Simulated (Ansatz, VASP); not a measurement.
GaN: VASP beside Ansatz

```xyz
2
Lattice="0.0000 2.2535 2.3662 2.2535 0.0000 2.3662 2.2535 2.2535 0.0000" Properties=species:S:1:pos:R:3 pbc="T T T"
Ga    0.0000    0.0000    0.0000
N     3.3803    3.3803    3.5493
```

Change from the starting cell: strain +0.0500 x Voigt [0, 0, 1, 0, 0, 0], atoms carried along.

Alike in both runs: task single point; functional r2SCAN; k mesh 10 × 10 × 10; occupations gaussian, width 0.05 eV; no spin polarisation.

```csv
,VASP,Ansatz
version,VASP 6.6.1,Ansatz 0.2.0
potentials or method,"VASP PAW PBE potentials, release 64 (Ga_d, N), cutoff 520 eV","scalar-relativistic, plane waves, PAW"
valence electrons in the cell,18,18
```

Ansatz gave:

* gap on the k mesh at the Fermi level (eV): 1.71
* least direct gap on the mesh (eV): 1.71
* pressure (GPa): -9.7
* traceless stress, the component that is largest in VASP (GPa): -4.87

Task: Estimate VASP's values.

Result: gap on the k mesh at the Fermi level (eV): 1.70; least direct gap on the mesh (eV): 1.70; pressure (GPa): -8.9; traceless stress, the component that is largest in VASP (GPa): -4.83.

VASP's potentials were made for PBE, not for r2SCAN.
